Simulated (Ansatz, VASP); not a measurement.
**One calculation of BN, two programs**

INCAR

```
PREC = Accurate ; ENCUT = 520
EDIFF = 1E-7 ; ISMEAR = 0
SIGMA = 0.05 ; LREAL = False
LASPH = True ; NELM = 60
ALGO = Normal ; ISIF = 2
LWAVE = False ; LCHARG = True
GGA = PE ; LELF = True
LVHAR = True ; NBANDS = 16
```

File KPOINTS:

```
regular mesh
0
Gamma
  6 6 6
```

File POSCAR:

```
BN
1.0
    0.0000000000     -1.8123937734     -1.8123937734
   -1.8123937734      0.0000000000     -1.8123937734
    1.8123937734      1.8123937734     -3.6247875468
B N
2 2
Direct
    0.0301568533      0.0171726123      0.0000000000
    0.4698431467      0.4828273877      0.5000000000
    0.4058614778      0.3925738559      0.8750000000
    0.8441385222      0.8574261441      0.3750000000
```

Input for Ansatz:

```yaml
crystal:
  lattice:
    - [0.0, -1.8123937734, -1.8123937734]
    - [-1.8123937734, 0.0, -1.8123937734]
    - [1.8123937734, 1.8123937734, -3.6247875468]
  atoms:
    - { symbol: B, position: [0.0301568533, 0.0171726123, 0.0] }
    - { symbol: B, position: [0.4698431467, 0.4828273877, 0.5] }
    - { symbol: "N", position: [0.4058614778, 0.3925738559, 0.875] }
    - { symbol: "N", position: [0.8441385222, 0.8574261441, 0.375] }
basis:
  ecutwfc: 520.0
kpoints:
  mp_grid: { grid: [6, 6, 6] }
hamiltonian:
  xc: pbe
scf:
  occupations: { method: gaussian, width: 0.05 }
output:
  forces: true
  stress: true
  eigenvalues: true
```

Change from the starting cell: mode 4 frozen in at -0.068 Å and mode 5 at -0.085 Å (largest displacements).

Alike in both runs: task single point; functional PBE; k mesh 6 × 6 × 6; occupations gaussian, width 0.05 eV; no spin polarisation.

|  | VASP | Ansatz |
| --- | --- | --- |
| version | VASP 6.6.1 | Ansatz 0.2.0 |
| potentials or method | VASP PAW PBE potentials, release 64 (B, N), cutoff 520 eV | scalar-relativistic, plane waves, PAW |
| valence electrons in the cell | 16 | 16 |

```csv
,VASP,Ansatz,Ansatz less VASP
gap on the k mesh at the Fermi level (eV),4.23,4.24,+0.010
least direct gap on the mesh (eV),6.20,6.22,+0.013
pressure (GPa),-0.1,-0.3,-0.19
"traceless stress, the component that is largest in VASP (GPa)",-2.55,-2.55,-0.001
rms of the force components (eV/Å),0.667,0.667,+0.0004
```

Atom by atom the forces differ by 0.001 eV/Å (rms over components). With one functional, cell and mesh, what is left measures potentials, basis and numerics.

The k mesh is coarse, so the values compare programs but aren't converged.
